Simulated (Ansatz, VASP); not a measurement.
# One calculation of Al6H, two programs

Contents of INCAR:

```
  PREC = Accurate
  ENCUT = 520
  EDIFF = 1E-6
  ISMEAR = 0
  SIGMA = 0.1
  LREAL = False
  LASPH = True
  NELM = 60
  ALGO = Normal
  ISIF = 2
  LWAVE = False
  LCHARG = True
  LDIPOL = True
  IDIPOL = 3
  DIPOL = 0.5 0.5 0.311
  GGA = PE
  LELF = True
  LVHAR = True
  LVACPOTAV = True
  NBANDS = 32
```

The input KPOINTS:

```
Automatic mesh
0
Gamma
  5 5 1
```

File POSCAR:

```
Al6H
1.0
    5.7135165837      0.0000000000      0.0000000000
    0.0000000000      5.7135165837      0.0000000000
    0.0000000000      0.0000000000     22.1746954375
Al H
12 2
Direct
    0.2500000000      0.2500000000      0.1803857921
    0.2500000000      0.7500000000      0.1803857921
    0.7500000000      0.2500000000      0.1803857921
    0.7500000000      0.7500000000      0.1803857921
    0.0000000000      0.0000000000      0.2744050924
    0.0000000000      0.5000000000      0.2744050924
    0.5000000000      0.0000000000      0.2744050924
    0.5000000000      0.5000000000      0.2744050924
    0.2500000000      0.2500000000      0.3686497278
    0.2500000000      0.7500000000      0.3686497278
    0.7500000000      0.2500000000      0.3686497278
    0.7500000000      0.7500000000      0.3686497278
    0.0000000000     -0.0804233248      0.5309969407
    0.0000000000      0.0804233248      0.5309969407
```

Input for Ansatz:

```yaml
crystal:
  lattice:
    - [5.7135165837, 0.0, 0.0]
    - [0.0, 5.7135165837, 0.0]
    - [0.0, 0.0, 22.1746954375]
  atoms:
    - { symbol: Al, position: [0.25, 0.25, 0.1803857921] }
    - { symbol: Al, position: [0.25, 0.75, 0.1803857921] }
    - { symbol: Al, position: [0.75, 0.25, 0.1803857921] }
    - { symbol: Al, position: [0.75, 0.75, 0.1803857921] }
    - { symbol: Al, position: [0.0, 0.0, 0.2744050924] }
    - { symbol: Al, position: [0.0, 0.5, 0.2744050924] }
    - { symbol: Al, position: [0.5, 0.0, 0.2744050924] }
    - { symbol: Al, position: [0.5, 0.5, 0.2744050924] }
    - { symbol: Al, position: [0.25, 0.25, 0.3686497278] }
    - { symbol: Al, position: [0.25, 0.75, 0.3686497278] }
    - { symbol: Al, position: [0.75, 0.25, 0.3686497278] }
    - { symbol: Al, position: [0.75, 0.75, 0.3686497278] }
    - { symbol: H, position: [0.0, -0.0804233248, 0.5309969407] }
    - { symbol: H, position: [0.0, 0.0804233248, 0.5309969407] }
basis:
  ecutwfc: 420
kpoints:
  mp_grid: { grid: [5, 5, 1] }
hamiltonian:
  xc: pbe
  pseudopotentials: { kind: paw, azcp: { folder: soft_1 } }
scf:
  occupations: { method: gaussian, width: 0.1 }
output:
  forces: true
  eigenvalues: true
efield:
  axis: 3
  dipole_correction: true
  ramp_width: 0.04
```

Alike in both runs: task single point; functional PBE; k mesh 5 × 5 × 1; occupations gaussian, width 0.1 eV; no spin polarisation.

```csv
,VASP,Ansatz
version,VASP 6.6.1,Ansatz 0.2.0
potentials or method,"VASP PAW PBE potentials, release 64 (Al, H), cutoff 520 eV","scalar-relativistic, plane waves, PAW"
valence electrons in the cell,38,38
```

```tsv
	VASP	Ansatz	Ansatz less VASP
gap on the k mesh at the Fermi level (eV)	none	none	-
rms of the force components (eV/Å)	0.768	0.768	-0.0001
work function, face that differs most (eV)	4.51	4.51	-0.003
```

Atom by atom the forces differ by 0.001 eV/Å (rms over components). A gap of «none» marks a metal or a gap that the smearing closes.
